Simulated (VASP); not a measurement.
Set up this calculation in VASP 6.6.1, as the native input.

| Quantity | Value |
| --- | --- |
| Task | single point |
| Functional | r2SCAN |
| Potentials or basis | VASP PAW PBE potentials, release 64 (Na_pv, Cl) |
| Cutoff | 520 eV |
| k mesh | 8 × 8 × 8 |
| Occupations | gaussian, width 0.01 eV |
| Spin | no spin polarisation |
| Dipole correction | no |
| Further INCAR settings | ALGO = Normal; EDIFF = 1e-06; NBANDS = 14 |

The system is NaCl.

```xyz
2
Lattice="0.1780 3.1363 3.1363 3.1363 0.1780 3.1363 3.1363 3.1363 0.1780" Properties=species:S:1:pos:R:3 pbc="T T T"
Na    0.0403    0.0403    0.0403
Cl    1.5724    1.5724    1.5724
```

This cell differs from its parent crystal: epitaxial 111 strain -4.2%.

These files were run (other wordings do the same):

POSCAR

```
NaCl
1.0
    0.1780253510      3.1362501264      3.1362501264
    3.1362501264      0.1780253510      3.1362501264
    3.1362501264      3.1362501264      0.1780253510
Na Cl
1 1
Direct
    0.0062441013      0.0062441013      0.0062441013
    0.2437558987      0.2437558987      0.2437558987
```

INCAR.step1

```
SYSTEM = NaCl
  ALGO = Normal
  EDIFF = 1E-4
  ENCUT = 520
  GGA = PE
  ISMEAR = 0
  LASPH = .TRUE.
  LCHARG = .FALSE.
  LREAL = .FALSE.
  LWAVE = .TRUE.
  NBANDS = 14
  NELM = 60
  PREC = Accurate
  SIGMA = 0.01
```

INCAR.step2

```
SYSTEM = NaCl
  ALGO = Normal
  EDIFF = 1E-6
  ENCUT = 520
  ISIF = 2
  ISMEAR = 0
  ISTART = 1
  LASPH = .TRUE.
  LCHARG = .FALSE.
  LMIXTAU = .TRUE.
  LREAL = .FALSE.
  LWAVE = .FALSE.
  METAGGA = R2SCAN
  NBANDS = 14
  NELM = 60
  PREC = Accurate
  SIGMA = 0.01
```

KPOINTS

```
k-points
0
G
  8 8 8
  0 0 0
```

Potentials or basis: VASP PAW PBE potentials, release 64 (Na_pv, Cl).

Launch:

```console
$ cat potpaw_PBE.64/Na_pv/POTCAR potpaw_PBE.64/Cl/POTCAR > POTCAR
$ cp INCAR.step1 INCAR
$ mpirun -np 1 vasp_std > vasp.out
$ cp INCAR.step2 INCAR
$ mpirun -np 1 vasp_std > vasp.out
```

It gave:

```json
{
 "Pressure": "0.6 GPa",
 "Band gap on the k mesh": "5.52 eV"
}
```

Caveat: the cell differs from its parent crystal (epitaxial 111 strain -4.2%); the PAW data sets were made with another functional, which shifts forces and pressure a little.

It took 4.8 min on 1 thread of Intel Xeon 8259CL, on a shared host, peak memory 0.23 GiB.
